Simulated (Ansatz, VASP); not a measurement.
## Be3Cd2S in VASP and in Ansatz

```xyz
6
Lattice="5.1423 0.0000 0.0000 -2.5711 4.4534 0.0000 0.0000 0.0000 4.2477" Properties=species:S:1:pos:R:3 pbc="T T T"
Be    2.5711    0.0000    2.1238
Be   -1.2856    2.2267    2.1238
Be    1.2856    2.2267    2.1238
Cd    0.0000    2.9689    0.0000
Cd    2.5711    1.4845    0.0000
S     0.0000    0.0000    0.0000
```

Change from the starting cell: species swapped into the ScCo3B2 type (P6/mmm, No. 191).

Alike in both runs: functional PBE; k mesh 6 × 6 × 6; occupations gaussian, width 0.1 eV; no spin polarisation.

Ansatz relaxed the structure, and its values are those at the end. VASP's run is a single point on that final structure, the one shown.

|  | VASP | Ansatz |
| --- | --- | --- |
| version | VASP 6.6.1 | Ansatz 0.2.0 |
| potentials or method | VASP PAW PBE potentials, release 64 (Be, Cd, S), cutoff 520 eV | scalar-relativistic, plane waves, PAW |
| valence electrons in the cell | 36 | 52 |

Ansatz gave:

- gap on the k mesh at the Fermi level (eV): none
- pressure (GPa): 0.0

**Question.** What did VASP give for the same quantities?

**Answer.** gap on the k mesh at the Fermi level (eV): none; pressure (GPa): 0.3.

A gap of «none» marks a metal or a gap that the smearing closes. VASP's potentials hold 36 valence electrons a cell and Ansatz's 52, so a difference there can come from the potentials and not from the codes.
